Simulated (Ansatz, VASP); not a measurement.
One calculation of V, two programs

INCAR

```
PREC = Accurate ; ENCUT = 500
EDIFF = 1E-6 ; ISMEAR = 0
SIGMA = 0.05 ; LREAL = F
LASPH = T ; NELM = 200
ALGO = Normal ; ISIF = 2
LWAVE = F ; LCHARG = F
MAGMOM = 0 0 0.05 ; LORBIT = 11
LSORBIT = T ; GGA_COMPAT = F
LORBMOM = T ; LMAXMIX = 4
GGA = PE ; NBANDS = 24
```

File KPOINTS:

```
regular mesh
0
Gamma
  18 18 18
```

Contents of POSCAR:

```
V
1.0
    0.0000000000      1.9074421042      1.9074421042
    1.9074421042      0.0000000000      1.9074421042
    1.9074421042      1.9074421042      0.0000000000
V
1
Direct
    0.0000000000      0.0000000000      0.0000000000
```

Input for Ansatz:

```yaml
crystal:
  lattice:
    - [0.0, 1.9074421042, 1.9074421042]
    - [1.9074421042, 0.0, 1.9074421042]
    - [1.9074421042, 1.9074421042, 0.0]
  atoms:
    - { symbol: V, position: [0.0, 0.0, 0.0], spin: 0.05, spin_axis: [0.0, 0.0, 1.0] }
basis:
  ecutwfc: 420
  ecutrho_ratio: 4
kpoints:
  mp_grid: { grid: [18, 18, 18] }
hamiltonian:
  xc: pbe
scf:
  occupations: { method: gaussian, width: 0.05 }
output:
  forces: true
  stress: true
  eigenvalues: true
  populations: true
magnetization:
  noncollinear: true
  spin_orbit: true
```

Alike in both runs: task single point; functional PBE; k mesh 18 × 18 × 18; occupations gaussian, width 0.05 eV; non-collinear spin, spin-orbit coupling.

|  | VASP | Ansatz |
| --- | --- | --- |
| version | VASP 6.6.1 | Ansatz 0.2.0 |
| potentials or method | VASP PAW PBE potentials, release 64 (V_sv), cutoff 500 eV | plane waves, PAW |
| valence electrons in the cell | 13 | 13 |

|  | VASP | Ansatz | Ansatz less VASP |
| --- | --- | --- | --- |
| pressure (GPa) | 0.2 | 0.2 | -0.05 |
| net moment per atom (μB) | 0.00 | 0.00 | 0.000 |

With one functional, cell and mesh, what is left measures potentials, basis and numerics. Ansatz's warnings: seeded moment not kept, stress scf threshold loose.
